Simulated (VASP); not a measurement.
# K (Cmcm) in VASP: a series of runs, part 2 of 2

VASP 6.6.1.

### 3 Single point, LDA (strain +0.0200 x Voigt [0, 1, 0, 0, 0, 0])

File INCAR:

```
PREC = Accurate ; ENCUT = 520
EDIFF = 1E-6 ; ISMEAR = 0
SIGMA = 0.15 ; LREAL = False
LASPH = True ; NELM = 60
ALGO = Fast ; ISIF = 2
LWAVE = False ; LCHARG = False
GGA = CA ; NBANDS = 16
```

File KPOINTS:

```
regular mesh
0
Gamma
  12 12 6
```

File POSCAR:

```
K
1.0
    2.4379623500     -4.1285626590      0.0000000000
    2.4379623500      4.1285626590      0.0000000000
    0.0000000000      0.0000000000      7.8117980100
K
2
Direct
    0.8206130200      0.1793869800      0.2500000000
    0.1793869800      0.8206130200      0.7500000000
```

Potentials or basis: VASP PAW LDA potentials, release 64 (K_sv).

On the command line:

```sh
cat potpaw_LDA.64/K_sv/POTCAR > POTCAR
mpirun -np 1 vasp_std > vasp.out
```

OUTCAR:

```text
PREC = Accurate
   ENCUT = 520
   EDIFF = 1E-6
   ISMEAR = 0
   LREAL = False
   LASPH = True
   NELM = 60
   ISIF = 2
   GGA = CA

 ion  position               nearest neighbor table
   1  0.821  0.179  0.250-
   2  0.179  0.821  0.750-

  LATTYP: Found a base centered orthorhombic cell.
 ALAT       =     4.8759247000
 B/A-ratio  =     1.6934480793
 C/A-ratio  =     1.6021162119

  Lattice vectors:

 A1 = (   2.4379623500,  -4.1285626590,   0.0000000000)
 A2 = (   2.4379623500,   4.1285626590,   0.0000000000)
 A3 = (   0.0000000000,   0.0000000000,   7.8117980100)

Analysis of symmetry for initial positions (statically):
=====================================================================
 Subroutine PRICEL returns:
 Original cell was already a primitive cell.

 Routine SETGRP: Setting up the symmetry group for a
 base centered orthorhombic supercell.

 Subroutine GETGRP returns: Found  8 space group operations
 (whereof  4 operations were pure point group operations)
 out of a pool of  8 trial point group operations.

The static configuration has the point symmetry C_2h.
 The point group associated with its full space group is D_2h.

Analysis of symmetry for dynamics (positions and initial velocities):
=====================================================================
 Subroutine PRICEL returns:
 Original cell was already a primitive cell.

 Routine SETGRP: Setting up the symmetry group for a
 base centered orthorhombic supercell.

 Subroutine GETGRP returns: Found  8 space group operations
 (whereof  4 operations were pure point group operations)
 out of a pool of  8 trial point group operations.

The dynamic configuration has the point symmetry C_2h.
 The point group associated with its full space group is D_2h.

 Subroutine INISYM returns: Found  8 space group operations
 (whereof  4 operations are pure point group operations),
 and found     1 'primitive' translations

----------------------------------------------------------------------------------------

                                     Primitive cell

  volume of cell :     157.2559

  direct lattice vectors                    reciprocal lattice vectors
     2.437962350 -4.128562659  0.000000000     0.205089303 -0.121107524  0.000000000
     2.437962350  4.128562659  0.000000000     0.205089303  0.121107524  0.000000000
     0.000000000  0.000000000  7.811798010     0.000000000  0.000000000  0.128011502

  length of vectors
     4.794652234  4.794652234  7.811798010     0.238177780  0.238177780  0.128011502

  position of ions in fractional coordinates (direct lattice)
     0.820613020  0.179386980  0.250000000
     0.179386980  0.820613020  0.750000000

  ion indices of the primitive-cell ions
   primitive index   ion index
                 1           1
                 2           2

----------------------------------------------------------------------------------------

 KPOINTS: regular mesh

Automatic generation of k-mesh.
 Grid dimensions read from file:
 generate k-points for:   12   12    6

 Generating k-lattice:

  Cartesian coordinates                     Fractional coordinates (reciprocal lattice)
     0.017090775 -0.010092294  0.000000000     0.083333333  0.000000000  0.000000000
     0.017090775  0.010092294  0.000000000     0.000000000  0.083333333  0.000000000
     0.000000000  0.000000000  0.021335250     0.000000000  0.000000000  0.166666667

  Length of vectors
     0.019848148  0.019848148  0.021335250

  Shift w.r.t. Gamma in fractional coordinates (k-lattice)
     0.000000000  0.000000000  0.000000000

 Subroutine IBZKPT returns following result:
 ===========================================

 Found    172 irreducible k-points:

 Following reciprocal coordinates:
            Coordinates               Weight
  0.000000  0.000000  0.000000      1.000000
  0.083333 -0.000000  0.000000      4.000000
  0.166667  0.000000  0.000000      4.000000
  0.250000  0.000000  0.000000      4.000000
  0.333333 -0.000000  0.000000      4.000000
  0.416667  0.000000  0.000000      4.000000
[... 16 lines left out ...]
  0.500000  0.166667  0.000000      4.000000
 -0.416667  0.166667  0.000000      4.000000
 [... further k-points ...]
   k-points           NKPTS =    172   k-points in BZ     NKDIM =    172   number of bands    NBANDS=     16
   number of dos      NEDOS =    301   number of ions     NIONS =      2
   total plane-waves  NPLWV =  77760
   dimension x,y,z NGX =    36 NGY =   36 NGZ =   60
   dimension x,y,z NGXF=    72 NGYF=   72 NGZF=  120
   ions per type =               2
   NGX,Y,Z   is equivalent  to a cutoff of  12.48, 12.48, 12.77 a.u.
   NGXF,Y,Z  is equivalent  to a cutoff of  24.96, 24.96, 25.54 a.u.
 SYSTEM =  unknown system
   PREC   = accura    normal or accurate (medium, high low for compatibility)
   ISTART =      0    job   : 0-new  1-cont  2-samecut
   ICHARG =      2    charge: 1-file 2-atom 10-const
   ISPIN  =      1    spin polarized calculation?
   LNONCOLLINEAR =      F non collinear calculations
   LSORBIT =      F    spin-orbit coupling
   LASPH  =      T    aspherical Exc in radial PAW
   ENCUT  =  520.0 eV  38.22 Ry    6.18 a.u.   8.91  8.91 14.52*2*pi/ulx,y,z
   NELM   =     60;   NELMIN=  2; NELMDL= -5     # of ELM steps
   EDIFF  = 0.1E-05   stopping-criterion for ELM
   LREAL  =      F    real-space projection
   EDIFFG = 0.1E-04   stopping-criterion for IOM
   NSW    =      0    number of steps for IOM
   IBRION =     -1    ionic relax: 0-MD 1-quasi-New 2-CG
   NFREE  =      0    steps in history (QN), initial steepest desc. (CG)
   ISIF   =      2    stress and relaxation
   ISYM   =      2    0-nonsym 1-usesym 2-fastsym
   POTIM  = 0.5000    time-step for ionic-motion
   TEBEG  =    0.0;   TEEND  =   0.0 temperature during run
   PSTRESS=    0.0 pullay stress
   NELECT =      18.0000    total number of electrons
   NUPDOWN=      -1.0000    fix difference up-down
   EMIN   =  10.00;   EMAX   =-10.00  energy-range for DOS
   EFERMI =   0.00;   METHOD = LEGACY
   ISMEAR =     0;   SIGMA  =   0.15  broadening in eV -4-tet -1-fermi 0-gaus
   EFERMI_NEDOS =   21; number of points for ismear=-14 and -15
   IALGO  =     68    algorithm
   IMIX   =      4    mixing-type and parameters
     AMIX     =   0.40;   BMIX     =  1.00
     AMIX_MAG =   1.60;   BMIX_MAG =  1.00
  volume/ion in A,a.u.               =      78.63       530.61
  Fermi-wavevector in a.u.,A,eV,Ry     =   0.794871  1.502089  8.596434  0.631820
  Thomas-Fermi vector in A             =   1.901088
   LORBIT       =      0    0 simple, 1 ext, 2 COOP (PROOUT), +10 PAW based schemes
   GGA     = CA    functional components
   LHFCALC =     F    Hartree Fock is set to
   AEXX    =    0.0000 exact exchange contribution
   IVDW    =     0    specifies the selected vdW correction
   LEPSILON=     F    determine dielectric tensor
   LRPA    =     F    only Hartree local field effects (RPA)
 non-spin polarized calculation
 RMM-DIIS sequential band-by-band and
 Gauss-broadening in eV      SIGMA  =   0.15
  energy-cutoff  :      520.00
  volume of cell :      157.26
 maximum number of plane-waves:      4264
   NGX = 17   NGY = 17   NGZ = 29

 number of electron      18.0000000 magnetization

 Free energy of the ion-electron system (eV)
  ---------------------------------------------------
  ext. energy  EPLUGINS =         0.00000000
  ---------------------------------------------------
  free energy    TOTEN  =        -2.27596877 eV

  energy without entropy =       -2.25867122  energy(sigma->0) =       -2.26732000

 E-fermi :  -0.4483     XC(G=0):  -5.6991

 val. band max:       -0.4581786215   @ k =   0.5000   0.1667   0.3333
 cond. band min:      -0.4350544756   @ k =   0.5000   0.3333   0.3333
 fundamental gap:      0.0231241458
 Fermi energy:        -0.4482604015

 k-point     1 :       0.0000    0.0000    0.0000
  band No.  band energies     occupation
      1     -32.3037      2.00000
      2     -32.3007      2.00000
      3     -16.0436      2.00000
      4     -15.9988      2.00000
      5     -15.9942      2.00000
      6     -15.9886      2.00000
[... 8 lines left out ...]
     15       3.8385      0.00000
     16       3.8774      0.00000
[... 419 lines left out ...]
 k-point    24 :      -0.4167    0.1667    0.0000
  band No.  band energies     occupation
      1     -32.3014      2.00000
      2     -32.2999      2.00000
      3     -16.0262      2.00000
      4     -16.0257      2.00000
      5     -16.0223      2.00000
      6     -16.0075      2.00000
[... 8 lines left out ...]
     15       3.0997      0.00000
     16       3.7766      0.00000

 [... further k-points ...]

------------------------ aborting loop because EDIFF is reached ----------------------------------------

  FORCE on cell =-STRESS in cart. coord.  units (eV):
  Direction    XX          YY          ZZ          XY          YZ          ZX
  --------------------------------------------------------------------------------------
  -------------------------------------------------------------------------------------
  Total       -0.6137832     -0.6252056     -0.5946677      0.0000000     -0.0000000      0.0000000
  in kB       -6.2534362     -6.3698117     -6.0586807      0.0000000     -0.0000000      0.0000000
  external PRESSURE =      -6.2273095 kB  Pullay stress =       0.0000000 kB

 VOLUME and BASIS-vectors are now :
 -----------------------------------------------------------------------------
  energy-cutoff  :      520.00
  volume of cell :      157.26
      direct lattice vectors                 reciprocal lattice vectors
     2.437962350 -4.128562659  0.000000000     0.205089303 -0.121107524  0.000000000
     2.437962350  4.128562659  0.000000000     0.205089303  0.121107524  0.000000000
     0.000000000  0.000000000  7.811798010     0.000000000  0.000000000  0.128011502

 POSITION                                       TOTAL-FORCE (eV/Angst)
 -----------------------------------------------------------------------------------
      2.43796     -2.64734      1.95295         0.000000     -0.006644      0.000000
      2.43796      2.64734      5.85885         0.000000      0.006644     -0.000000
 -----------------------------------------------------------------------------------
    total drift:                               -0.000000     -0.000000      0.000000

  FREE ENERGIE OF THE ION-ELECTRON SYSTEM (eV)
  ---------------------------------------------------
  free  energy   TOTEN  =        -2.2759687731 eV

  energy  without entropy=       -2.2586712186  energy(sigma->0) =       -2.26732000
```

stdout:

```text
POSCAR found type information on POSCAR K
 POSCAR found :  1 types and       2 ions
 scaLAPACK will be used
 LDA part: xc-table for (Slater(with rela. corr.)+CA(PZ))
 , standard interpolation
 POSCAR, INCAR and KPOINTS ok, starting setup
 FFT: planning ... GRIDC
 FFT: planning ... GRID_SOFT
 FFT: planning ... GRID
 WAVECAR not read
 entering main loop
WARNING in EDDRMM: call to ZHEGV failed, returncode =   8  4     10
WARNING in EDDRMM: call to ZHEGV failed, returncode =   8  4      9
WARNING in EDDRMM: call to ZHEGV failed, returncode =   8  4     12
WARNING in EDDRMM: call to ZHEGV failed, returncode =   6  3     15
WARNING in EDDRMM: call to ZHEGV failed, returncode =   8  4     10
WARNING in EDDRMM: call to ZHEGV failed, returncode =   6  3     10
WARNING in EDDRMM: call to ZHEGV failed, returncode =   6  3     16
WARNING in EDDRMM: call to ZHEGV failed, returncode =   8  4     12
WARNING in EDDRMM: call to ZHEGV failed, returncode =   8  4     16
WARNING in EDDRMM: call to ZHEGV failed, returncode =   8  4     13
```

Run time: 4 min. Hardware: 1 thread of AMD EPYC 9R45 (Zen 5), shared host; peak memory 0.42 GiB.

What came out:

```
Free energy            : -2.2760 eV
Pressure               : -0.6 GPa
Largest force          : 0.007 eV/Å
Band gap on the k mesh : zero (bands 9 and 10 overlap by 2.60 eV)
```

Forces in eV/Å, atoms in the order of the input:
```
K    0.000 -0.007  0.000
K    0.000  0.007  0.000
```

Levels at points of the mesh, in eV from the Fermi level:
```tsv
k point	band 6	band 7	band 8	band 9	band 10	band 11	band 12	band 13
(0.00, 0.00, 0.00)	-15.54	-15.54	-15.54	-2.07	0.30	0.61	3.79	3.99
(0.50, 0.00, 0.00)	-15.56	-15.56	-15.55	0.07	0.24	1.70	1.96	2.17
(0.50, 0.50, 0.00)	-15.56	-15.55	-15.55	0.11	0.34	1.65	1.91	2.38
(0.00, 0.00, 0.50)	-15.55	-15.54	-15.54	-1.38	-1.38	2.70	2.70	3.90
(0.50, 0.00, 0.50)	-15.56	-15.55	-15.55	0.57	0.57	0.84	0.84	2.99
(0.50, 0.50, 0.50)	-15.56	-15.56	-15.56	0.65	0.65	0.88	0.88	3.04
```

Caveat: the cell differs from its parent crystal (strain +0.0200 x Voigt [0, 1, 0, 0, 0, 0]).

The gap in the log of VASP goes by the Fermi energy; the results here count the filled bands.